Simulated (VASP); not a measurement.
ZrO2, 3 atoms in the cell. It takes space group Fm-3m (No. 225, cubic). The conventional cell has a = 5.104 Å, b = 5.104 Å, c = 5.104 Å, α = 90.00°, β = 90.00°, γ = 90.00°. Within 2.9 Å of Zr (site symmetry m-3m) lie 8 O at 2.21 Å. Within 2.9 Å of O (site symmetry -43m) lie 4 Zr at 2.21 Å and 6 O at 2.55 Å. 

```yaml
Program: VASP 6.6.1
Task: single point
Functional: r2SCAN
Potentials_or_basis: VASP PAW PBE potentials, release 64 (Zr_sv, O)
Cutoff: 660 eV
k_mesh: 9 × 9 × 9
Occupations: fermi-dirac, width 0.1 eV
Spin: no spin polarisation
Dipole_correction: no
Further_INCAR_settings: ALGO = Normal; EDIFF = 1e-06; NBANDS = 19
```

Potentials or basis: VASP PAW PBE potentials, release 64 (Zr_sv, O).

Command:

```console
$ cat potpaw_PBE.64/Zr_sv/POTCAR potpaw_PBE.64/O/POTCAR > POTCAR
$ cp INCAR.step1 INCAR
$ mpirun -np 1 vasp_std > vasp.out
$ cp INCAR.step2 INCAR
$ mpirun -np 1 vasp_std > vasp.out
```

Hardware: 1 thread of Intel(R) Xeon(R) Platinum 8375C CPU @ 2.90GHz (Ice Lake), on a shared host.

Question: How long does it take, and how much memory?

Answer: Wall time 2.1 min on 1 thread of Intel(R) Xeon(R) Platinum 8375C CPU @ 2.90GHz (Ice Lake), with other jobs on the host, peak memory 0.18 GiB. Counts: k points 35.
